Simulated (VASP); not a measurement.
Pt: single point with PBEsol

Crystal: Pt.

```
Pt
1.0
     0.00000   -1.95903   -1.95903
    -1.95903    0.00000   -1.95903
     1.95903    1.95903   -3.91806
Pt
2
Direct
  0.50000 0.50000 0.50000
  0.00000 0.00000 0.00000
```

```
Program                : VASP 6.6.1
Task                   : single point
Functional             : PBEsol
Potentials or basis    : VASP PAW PBE potentials, release 64 (Pt)
Cutoff                 : 520 eV
k mesh                 : 12 × 12 × 14
Occupations            : gaussian, width 0.15 eV
Spin                   : no spin polarisation
Dipole correction      : no
Further INCAR settings : ALGO = Fast; EDIFF = 1e-07; NBANDS = 17; ISYM = 0
```

```json
{"Pressure": "-0.3 GPa", "Band gap on the k mesh": "zero (band 10 reaches 11.66 eV, above the bottom of band 11 at 9.70 eV)"}
```

Levels at points of the mesh, in eV from the Fermi level:
```tsv
k point	band 7	band 8	band 9	band 10	band 11	band 12	band 13	band 14
(0.00, 0.00, 0.00)	-3.83	-1.64	-1.64	-0.57	0.04	0.04	5.82	14.15
(0.50, 0.00, 0.00)	-2.22	-2.22	0.16	0.16	3.01	3.01	7.35	7.35
(0.00, 0.50, 0.00)	-2.22	-2.22	0.16	0.16	3.01	3.01	7.35	7.35
(0.50, 0.50, 0.00)	0.01	0.04	0.04	0.49	0.49	1.69	5.81	8.85
(0.00, 0.00, 0.50)	-3.46	-3.46	-1.47	-1.47	-1.47	-1.47	13.26	13.26
(0.50, 0.00, 0.50)	0.01	0.04	0.04	0.49	0.49	1.69	5.82	8.85
(0.00, 0.50, 0.50)	0.01	0.04	0.04	0.49	0.49	1.69	5.82	8.85
(0.50, 0.50, 0.50)	-2.22	-2.22	0.16	0.16	3.01	3.01	7.35	7.35
```

Wall time 3 min on 1 thread of Intel(R) Xeon(R) 6975P-C (Granite Rapids), with other jobs on the host, peak memory 0.51 GiB.

Caveat: the PAW data sets were made with another functional, which shifts forces and pressure a little; spin-orbit coupling is left out, which moves the levels of the heavy elements.
